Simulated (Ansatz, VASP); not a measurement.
# Two plane-wave programs on NbTeI2

```
CELL_PARAMETERS angstrom
5.91600 0.00000 0.00000
0.00000 5.91600 0.00000
0.00000 0.00000 5.91600
ATOMIC_POSITIONS crystal
Nb 0.00000 0.00000 0.00000
Te 0.00000 0.00000 0.50000
I 0.50000 0.00000 0.00000
I 0.00000 0.50000 0.00000
```

Alike in both runs: task single point; functional PBE; k mesh 4 × 4 × 4; occupations gaussian, width 0.1 eV; no spin polarisation.

|  | VASP | Ansatz |
| --- | --- | --- |
| version | VASP 6.6.1 | Ansatz 0.2.0 |
| potentials or method | VASP PAW PBE potentials, release 64 (Nb_sv, Te, I), cutoff 520 eV | scalar-relativistic, plane waves, PAW |
| valence electrons in the cell | 33 | 63 |

Ansatz gave:

* gap on the k mesh at the Fermi level (eV): none
* pressure (GPa): -4.4
* traceless stress, the component that is largest in VASP (GPa): -2.81

Task: Estimate VASP's values.

Result: gap on the k mesh at the Fermi level (eV): none; pressure (GPa): -4.4; traceless stress, the component that is largest in VASP (GPa): -2.80.

A gap of «none» marks a metal or a gap that the smearing closes. VASP's potentials hold 33 valence electrons a cell and Ansatz's 63, so a difference there can come from the potentials and not from the codes.

Spin-orbit coupling is off throughout.
